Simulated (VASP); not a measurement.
# W2Br3: single point with PBE

W2Br3:

```xyz
10
Lattice="5.8198 0.0000 0.0000 1.2050 6.0214 0.0000 0.7839 1.2592 8.3367" Properties=species:S:1:pos:R:3 pbc="T T T"
W     7.0007    5.9811    4.0463
W     7.0225    6.4542    7.3331
W     0.9158    0.2410    0.0877
W     1.1890    1.4145    5.3923
Br    5.5827    1.4410    2.0181
Br    4.8645    2.5913    6.2769
Br    4.5172    6.0934    4.4916
Br    3.9435    4.6220    0.5463
Br    2.0011    3.6089    3.8831
Br    2.0067    3.9552    7.6078
```

```
Program             : VASP 6.6.1
Task                : single point
Functional          : PBE
Potentials or basis : VASP PAW PBE potentials, release 64 (W_sv, Br)
Cutoff              : 520 eV
k mesh              : 4 × 4 × 2
Occupations         : gaussian, width 0.1 eV
Spin                : no spin polarisation
```

```
Pressure               : 0.1 GPa
Largest force          : 0.570 eV/Å
Band gap on the k mesh : zero (bands 49 and 50 overlap by 0.03 eV)
```

Forces on the atoms (eV/Å):
```
W    0.101  0.030  0.258
W   -0.224 -0.415  0.320
W    0.096 -0.196 -0.128
W    0.074  0.210 -0.462
Br  -0.255  0.328  0.008
Br   0.116  0.131  0.088
Br  -0.004 -0.128  0.006
Br   0.054  0.030 -0.017
Br   0.020 -0.063 -0.013
Br   0.021  0.073 -0.058
```

Stress tensor (GPa, compression positive):
```
 0.21  0.25 -0.07
 0.25  0.30 -0.31
-0.07 -0.31 -0.18
```

Levels at points of the mesh, in eV from the Fermi level:
| k point | band 46 | band 47 | band 48 | band 49 | band 50 | band 51 | band 52 | band 53 |
| --- | --- | --- | --- | --- | --- | --- | --- | --- |
| (0.00, 0.00, 0.00) | -1.28 | -0.97 | -0.84 | -0.22 | 0.01 | 0.43 | 0.87 | 1.38 |
| (0.50, 0.00, 0.00) | -1.44 | -0.86 | -0.71 | -0.18 | 0.10 | 0.74 | 0.95 | 1.48 |
| (0.00, 0.50, 0.00) | -1.47 | -1.11 | -0.80 | -0.27 | 0.02 | 0.63 | 0.91 | 1.30 |
| (0.50, 0.50, 0.00) | -1.36 | -1.19 | -0.78 | -0.01 | 0.23 | 0.88 | 1.12 | 1.47 |
| (0.00, 0.00, 0.50) | -1.21 | -0.93 | -0.62 | -0.28 | 0.28 | 0.32 | 0.78 | 1.06 |
| (0.50, 0.00, 0.50) | -1.31 | -0.91 | -0.43 | -0.04 | 0.15 | 0.46 | 0.88 | 1.41 |
| (0.00, 0.50, 0.50) | -1.43 | -1.08 | -0.52 | -0.29 | 0.12 | 0.45 | 0.84 | 1.46 |
| (0.50, 0.50, 0.50) | -1.35 | -1.16 | -0.50 | 0.02 | 0.28 | 0.52 | 1.30 | 1.41 |

It took 10 min on 1 thread of Oxide Virtual Turin-like Processor, on a shared host, peak memory 0.5 GiB.

Caveat: the k points lie up to 0.38 Å⁻¹ apart; spin-orbit coupling is left out, which moves the levels of the heavy elements.
